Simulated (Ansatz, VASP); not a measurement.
## Pt3Pb in VASP and in Ansatz

```
Pt Pb
1.0
     4.04045    0.00000    0.00000
     0.00000    4.04045    0.00000
     0.00000    0.00000    4.04045
Pt Pb
3 1
Cartesian
  0.0000 2.0202 2.0202
  2.0202 0.0000 2.0202
  2.0202 2.0202 0.0000
  0.0000 0.0000 0.0000
```

Alike in both runs: functional LDA; k mesh 10 × 10 × 10; occupations fermi-dirac, width 0.15 eV; no spin polarisation.

Ansatz relaxed the structure, and its values are those at the end. VASP's run is a single point on that final structure, the one shown.

```csv
,VASP,Ansatz
version,VASP 6.6.1,Ansatz 0.2.0
potentials or method,"VASP PAW LDA potentials, release 64 (Pt, Pb_d), cutoff 520 eV","scalar-relativistic, plane waves, PAW"
valence electrons in the cell,44,68
```

```csv
,VASP,Ansatz,Ansatz less VASP
gap on the k mesh at the Fermi level (eV),none,none,-
pressure (GPa),0.7,0.0,-0.67
```

LDA's correlation is that of Perdew and Zunger in VASP and of Perdew and Wang (1992) in Ansatz. A gap of «none» marks a metal or a gap that the smearing closes. VASP's potentials hold 44 valence electrons a cell and Ansatz's 68, so a difference there can come from the potentials and not from the codes.

Neither program's run includes spin-orbit coupling.
